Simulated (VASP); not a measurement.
# FeCo3 (Pm-3m) in VASP: further runs

FeCo3 is run at these levels: r2SCAN; tasks: single point.

All numbers are computed with VASP 6.6.1; they aren't measurements. Logs are shortened: lines on timing, memory, paths and dates and some standing lists are left out, and cuts for length are marked.

### 1 The cell of the first run

Symmetry: Pm-3m, No. 221, cubic system. Conventional cell: a = 3.411 Å, b = 3.411 Å, c = 3.411 Å, α = 90.00°, β = 90.00°, γ = 90.00°. Within 3.2 Å of Fe (site symmetry m-3m) lie 12 Co at 2.41 Å. Within 3.2 Å of Co (site symmetry 4/mmm) lie 4 Fe at 2.41 Å and 8 Co at 2.41 Å.

### 2 Single point, r2SCAN

The input, POSCAR:

```
FeCo3
1.0
    3.4111504677      0.0000000000      0.0000000000
    0.0000000000      3.4111504677      0.0000000000
    0.0000000000      0.0000000000      3.4111504677
Fe Co
1 3
Direct
    0.0000000000      0.0000000000      0.0000000000
    0.5000000000      0.5000000000      0.0000000000
    0.5000000000      0.0000000000      0.5000000000
    0.0000000000      0.5000000000      0.5000000000
```

The input, INCAR.step1:

```
SYSTEM = FeCo3
PREC = Accurate ; ENCUT = 520
ISMEAR = 0 ; SIGMA = 0.1
LREAL = .FALSE. ; LASPH = .TRUE.
NELM = 100 ; NBANDS = 26
GGA = PE ; ALGO = Normal
EDIFF = 1E-4 ; LWAVE = .TRUE.
LCHARG = .FALSE.
```

The input, INCAR.step2:

```
SYSTEM = FeCo3
PREC = Accurate ; ENCUT = 520
EDIFF = 1E-6 ; ISMEAR = 0
SIGMA = 0.1 ; LREAL = .FALSE.
LASPH = .TRUE. ; NELM = 100
ALGO = Normal ; ISIF = 2
LWAVE = .FALSE. ; LCHARG = .FALSE.
METAGGA = R2SCAN ; LMIXTAU = .TRUE.
NBANDS = 26 ; ISTART = 1
```

The input, KPOINTS:

```
regular mesh
0
G
  12 12 12
  0 0 0
```

Potentials or basis: VASP PAW PBE potentials, release 64 (Fe, Co).

The run is started by

```bash
> cat potpaw_PBE.64/Fe/POTCAR potpaw_PBE.64/Co/POTCAR > POTCAR
> cp INCAR.step1 INCAR
> mpirun -np 1 vasp_std > vasp.out
> cp INCAR.step2 INCAR
> mpirun -np 1 vasp_std > vasp.out
```

OUTCAR:

```text
SYSTEM = FeCo3
   PREC = Accurate
   ENCUT = 520
   EDIFF = 1E-6
   ISMEAR = 0
   LREAL = .FALSE.
   LASPH = .TRUE.
   NELM = 100
   ISIF = 2
   METAGGA = R2SCAN
   ISTART = 1

 ion  position               nearest neighbor table
   1  0.000  0.000  0.000-   2 2.41   3 2.41   4 2.41   3 2.41   4 2.41   2 2.41   4 2.41   4 2.41
                             2 2.41   3 2.41   3 2.41   2 2.41
   2  0.500  0.500  0.000-   1 2.41   3 2.41   4 2.41   3 2.41   4 2.41   1 2.41   3 2.41   3 2.41
                             1 2.41   4 2.41   4 2.41   1 2.41
   3  0.500  0.000  0.500-   1 2.41   2 2.41   4 2.41   1 2.41   2 2.41   2 2.41   4 2.41   2 2.41
                             1 2.41   4 2.41   1 2.41   4 2.41
   4  0.000  0.500  0.500-   1 2.41   2 2.41   3 2.41   1 2.41   2 2.41   1 2.41   3 2.41   1 2.41
                             2 2.41   3 2.41   2 2.41   3 2.41

  LATTYP: Found a simple cubic cell.
 ALAT       =     3.4111504677

  Lattice vectors:

 A1 = (   3.4111504677,   0.0000000000,   0.0000000000)
 A2 = (   0.0000000000,   3.4111504677,   0.0000000000)
 A3 = (   0.0000000000,   0.0000000000,   3.4111504677)

Analysis of symmetry for initial positions (statically):
=====================================================================
 Subroutine PRICEL returns:
 Original cell was already a primitive cell.

 Routine SETGRP: Setting up the symmetry group for a
 simple cubic supercell.

 Subroutine GETGRP returns: Found 48 space group operations
 (whereof 48 operations were pure point group operations)
 out of a pool of 48 trial point group operations.

The static configuration has the point symmetry O_h .

Analysis of symmetry for dynamics (positions and initial velocities):
=====================================================================
 Subroutine PRICEL returns:
 Original cell was already a primitive cell.

 Routine SETGRP: Setting up the symmetry group for a
 simple cubic supercell.

 Subroutine GETGRP returns: Found 48 space group operations
 (whereof 48 operations were pure point group operations)
 out of a pool of 48 trial point group operations.

The dynamic configuration has the point symmetry O_h .

 Subroutine INISYM returns: Found 48 space group operations
 (whereof 48 operations are pure point group operations),
 and found     1 'primitive' translations

----------------------------------------------------------------------------------------

                                     Primitive cell

  volume of cell :      39.6920

  direct lattice vectors                    reciprocal lattice vectors
     3.411150468  0.000000000  0.000000000     0.293156227  0.000000000  0.000000000
     0.000000000  3.411150468  0.000000000     0.000000000  0.293156227  0.000000000
     0.000000000  0.000000000  3.411150468     0.000000000  0.000000000  0.293156227

  length of vectors
     3.411150468  3.411150468  3.411150468     0.293156227  0.293156227  0.293156227

  position of ions in fractional coordinates (direct lattice)
     0.000000000  0.000000000  0.000000000
     0.500000000  0.500000000  0.000000000
     0.500000000  0.000000000  0.500000000
     0.000000000  0.500000000  0.500000000

  ion indices of the primitive-cell ions
   primitive index   ion index
                 1           1
                 2           2
                 3           3
                 4           4

----------------------------------------------------------------------------------------

 KPOINTS: regular mesh

Automatic generation of k-mesh.
 Grid dimensions read from file:
 generate k-points for:   12   12   12

 Generating k-lattice:

  Cartesian coordinates                     Fractional coordinates (reciprocal lattice)
     0.024429686  0.000000000  0.000000000     0.083333333  0.000000000  0.000000000
     0.000000000  0.024429686  0.000000000     0.000000000  0.083333333  0.000000000
     0.000000000  0.000000000  0.024429686     0.000000000  0.000000000  0.083333333

  Length of vectors
     0.024429686  0.024429686  0.024429686

  Shift w.r.t. Gamma in fractional coordinates (k-lattice)
     0.000000000  0.000000000  0.000000000

 Subroutine IBZKPT returns following result:
 ===========================================

 Found     84 irreducible k-points:

 Following reciprocal coordinates:
            Coordinates               Weight
  0.000000  0.000000  0.000000      1.000000
  0.083333  0.000000  0.000000      6.000000
  0.166667  0.000000  0.000000      6.000000
  0.250000  0.000000  0.000000      6.000000
  0.333333  0.000000  0.000000      6.000000
  0.416667  0.000000  0.000000      6.000000
[... 16 lines left out ...]
  0.333333  0.333333  0.000000     12.000000
  0.416667  0.333333  0.000000     24.000000
 [... further k-points ...]
   k-points           NKPTS =     84   k-points in BZ     NKDIM =     84   number of bands    NBANDS=     26
   number of dos      NEDOS =    301   number of ions     NIONS =      4
   total plane-waves  NPLWV =  21952
   dimension x,y,z NGX =    28 NGY =   28 NGZ =   28
   dimension x,y,z NGXF=    56 NGYF=   56 NGZF=   56
   ions per type =               1   3
   NGX,Y,Z   is equivalent  to a cutoff of  13.65, 13.65, 13.65 a.u.
   NGXF,Y,Z  is equivalent  to a cutoff of  27.29, 27.29, 27.29 a.u.
 SYSTEM =  FeCo3
   PREC   = accura    normal or accurate (medium, high low for compatibility)
   ISTART =      1    job   : 0-new  1-cont  2-samecut
   ICHARG =      0    charge: 1-file 2-atom 10-const
   ISPIN  =      1    spin polarized calculation?
   LNONCOLLINEAR =      F non collinear calculations
   LSORBIT =      F    spin-orbit coupling
   LASPH  =      T    aspherical Exc in radial PAW
   ENCUT  =  520.0 eV  38.22 Ry    6.18 a.u.   6.34  6.34  6.34*2*pi/ulx,y,z
   NELM   =    100;   NELMIN=  2; NELMDL=  0     # of ELM steps
   EDIFF  = 0.1E-05   stopping-criterion for ELM
   LREAL  =      F    real-space projection
   EDIFFG = 0.1E-04   stopping-criterion for IOM
   NSW    =      0    number of steps for IOM
   IBRION =     -1    ionic relax: 0-MD 1-quasi-New 2-CG
   NFREE  =      0    steps in history (QN), initial steepest desc. (CG)
   ISIF   =      2    stress and relaxation
   ISYM   =      2    0-nonsym 1-usesym 2-fastsym
   POTIM  = 0.5000    time-step for ionic-motion
   TEBEG  =    0.0;   TEEND  =   0.0 temperature during run
   PSTRESS=    0.0 pullay stress
   NELECT =      35.0000    total number of electrons
   NUPDOWN=      -1.0000    fix difference up-down
   EMIN   =  10.00;   EMAX   =-10.00  energy-range for DOS
   EFERMI =   0.00;   METHOD = LEGACY
   ISMEAR =     0;   SIGMA  =   0.10  broadening in eV -4-tet -1-fermi 0-gaus
   EFERMI_NEDOS =   21; number of points for ismear=-14 and -15
   IALGO  =     38    algorithm
   IMIX   =      4    mixing-type and parameters
     AMIX     =   0.40;   BMIX     =  1.00
     AMIX_MAG =   1.60;   BMIX_MAG =  1.00
  volume/ion in A,a.u.               =       9.92        66.96
  Fermi-wavevector in a.u.,A,eV,Ry     =   1.569869  2.966621 33.531387  2.464487
  Thomas-Fermi vector in A             =   2.671687
   LORBIT       =      0    0 simple, 1 ext, 2 COOP (PROOUT), +10 PAW based schemes
   METAGGA = R2SCAN    functional components
   LHFCALC =     F    Hartree Fock is set to
   AEXX    =    0.0000 exact exchange contribution
   IVDW    =     0    specifies the selected vdW correction
   LEPSILON=     F    determine dielectric tensor
   LRPA    =     F    only Hartree local field effects (RPA)
 non-spin polarized calculation
 Gauss-broadening in eV      SIGMA  =   0.10
  energy-cutoff  :      520.00
  volume of cell :       39.69
 maximum number of plane-waves:      1085
 NGX is ok and might be reduce to    28
   NGX = 13   NGY = 13   NGZ = 13

 number of electron      35.0000029 magnetization

 Free energy of the ion-electron system (eV)
  ---------------------------------------------------
  ext. energy  EPLUGINS =         0.00000000
  ---------------------------------------------------
  free energy    TOTEN  =       -51.82927344 eV

  energy without entropy =      -51.79266297  energy(sigma->0) =      -51.81096820

 E-fermi :  10.2497     XC(G=0): -15.2304

 val. band max:       10.2489022719   @ k =   0.4167   0.4167   0.0833
 cond. band min:      10.2529384064   @ k =   0.4167   0.0833   0.0833
 fundamental gap:      0.0040361345
 Fermi energy:        10.2496749837

 k-point     1 :       0.0000    0.0000    0.0000
  band No.  band energies     occupation
      1       0.5015      2.00000
      2       4.8511      2.00000
      3       4.8511      2.00000
      4       4.9124      2.00000
      5       5.6832      2.00000
      6       5.6832      2.00000
[... 18 lines left out ...]
     25      21.8958      0.00000
     26      21.8958      0.00000

 k-point     2 :       0.0833    0.0000    0.0000
  band No.  band energies     occupation
      1       0.6054      2.00000
      2       4.8800      2.00000
      3       4.9133      2.00000
      4       4.9631      2.00000
      5       5.7218      2.00000
      6       5.7263      2.00000
[... 18 lines left out ...]
     25      21.9030      0.00000
     26      21.9648      0.00000

 k-point     3 :       0.1667    0.0000    0.0000
  band No.  band energies     occupation
      1       0.9131      2.00000
      2       4.9278      2.00000
      3       5.0918      2.00000
      4       5.1286      2.00000
      5       5.8361      2.00000
      6       5.8558      2.00000
[... 18 lines left out ...]
     25      21.9260      0.00000
     26      21.9638      0.00000

 k-point     4 :       0.2500    0.0000    0.0000
  band No.  band energies     occupation
      1       1.4116      2.00000
      2       4.9325      2.00000
      3       5.3604      2.00000
      4       5.3846      2.00000
      5       6.0203      2.00000
      6       6.0721      2.00000
[... 18 lines left out ...]
     25      21.9591      0.00000
     26      21.9679      0.00000
[... 496 lines left out ...]
      1       4.3096      2.00000
      2       4.4000      2.00000
      3       6.4149      2.00000
      4       6.4591      2.00000
      5       6.8933      2.00000
      6       6.9244      2.00000
[... 18 lines left out ...]
     25      20.9502      0.00000
     26      21.0714      0.00000

 k-point    23 :       0.3333    0.3333    0.0000
  band No.  band energies     occupation
      1       3.4546      2.00000
      2       5.7821      2.00000
      3       5.8085      2.00000
      4       6.3538      2.00000
      5       6.5482      2.00000
      6       6.7301      2.00000
[... 18 lines left out ...]
     25      19.5359      0.00000
     26      23.2500      0.00000

 k-point    24 :       0.4167    0.3333    0.0000
  band No.  band energies     occupation
      1       4.1246      2.00000
      2       5.4254      2.00000
      3       6.1826      2.00000
      4       6.5362      2.00000
      5       6.6744      2.00000
      6       6.9155      2.00000
[... 18 lines left out ...]
     25      20.6457      0.00000
     26      23.1827      0.00000

 [... further k-points ...]
[... 5 lines left out ...]
  --------------------------------------------------------------------------------------
  -------------------------------------------------------------------------------------
  Total        0.0685240      0.0685240      0.0685240      0.0000000     -0.0000000      0.0000000
  in kB        2.7659923      2.7659923      2.7659923      0.0000000     -0.0000000      0.0000000
  external PRESSURE =       2.7659923 kB  Pullay stress =       0.0000000 kB

 VOLUME and BASIS-vectors are now :
 -----------------------------------------------------------------------------
  energy-cutoff  :      520.00
  volume of cell :       39.69
      direct lattice vectors                 reciprocal lattice vectors
     3.411150468  0.000000000  0.000000000     0.293156227  0.000000000  0.000000000
     0.000000000  3.411150468  0.000000000     0.000000000  0.293156227  0.000000000
     0.000000000  0.000000000  3.411150468     0.000000000  0.000000000  0.293156227

 POSITION                                       TOTAL-FORCE (eV/Angst)
 -----------------------------------------------------------------------------------
      0.00000      0.00000      0.00000         0.000000      0.000000      0.000000
      1.70558      1.70558      0.00000         0.000000      0.000000      0.000000
      1.70558      0.00000      1.70558         0.000000      0.000000      0.000000
      0.00000      1.70558      1.70558         0.000000      0.000000      0.000000
 -----------------------------------------------------------------------------------
    total drift:                                0.000000      0.000000      0.000000

  FREE ENERGIE OF THE ION-ELECTRON SYSTEM (eV)
  ---------------------------------------------------
  free  energy   TOTEN  =       -51.8292734379 eV

  energy  without entropy=      -51.7926629676  energy(sigma->0) =      -51.81096820
```

It took 3.1 min on 1 thread of Intel Xeon 6975P-C (Granite Rapids), shared host; peak memory 0.21 GiB.

What came out:

```
Free energy            : -51.8293 eV
Pressure               : 0.3 GPa
Band gap on the k mesh : zero (an odd number of electrons rules out a gap without spin polarisation)
```

Caveat: the PAW data sets were made with another functional, which shifts forces and pressure a little; the run has no spin polarisation, though such a crystal can be magnetic. Spin polarisation is off, so any magnetic state and its effect on volume and gap are missing.

(Part 1 of 2 ends here.)
